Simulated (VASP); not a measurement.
Crystal: MnS.

```xyz
4
Lattice="0.0000 5.2090 5.2090 2.6045 0.0000 2.6045 2.6045 2.6045 0.0000" Properties=species:S:1:pos:R:3 pbc="T T T"
Mn    0.0000    0.0000    0.0000
Mn    0.0000    2.6045    2.6045
S     2.6045    2.6045    2.6045
S     2.6045    5.2090    5.2090
```

Base run:

* Program: VASP 6.6.1
* Functional: r2SCAN
* Potentials or basis: VASP PAW PBE potentials, release 64 (Mn_pv, S)
* Cutoff: 520 eV
* k mesh: 4 × 8 × 8
* Occupations: fermi-dirac, width 0.05 eV
* Spin: collinear spin, antiferromagnetic start
* Starting moments: [4.5, -4.5, 0.0, 0.0] μB

Its results: band gap on the k mesh 1.77 eV; pressure -2.0 GPa; net moment 0.00 μB per cell; site moments Mn +4.37, -4.37; S +0.00 μB.

Question: The run is repeated on the same cell with these changes: functional from r2SCAN to PBE. What comes out?

Answer: Band gap on the k mesh 0.87 eV; pressure -3.2 GPa; net moment 0.00 μB per cell; site moments Mn +4.20, -4.20; S +0.00 μB.

Caveats: the antiferromagnetic order is the one typed at the start, and another may lie lower; the PAW data sets were made with another functional, which shifts forces and pressure a little (at least some runs); the cell stands under tension (at least some runs).

A k mesh can miss the band edges.
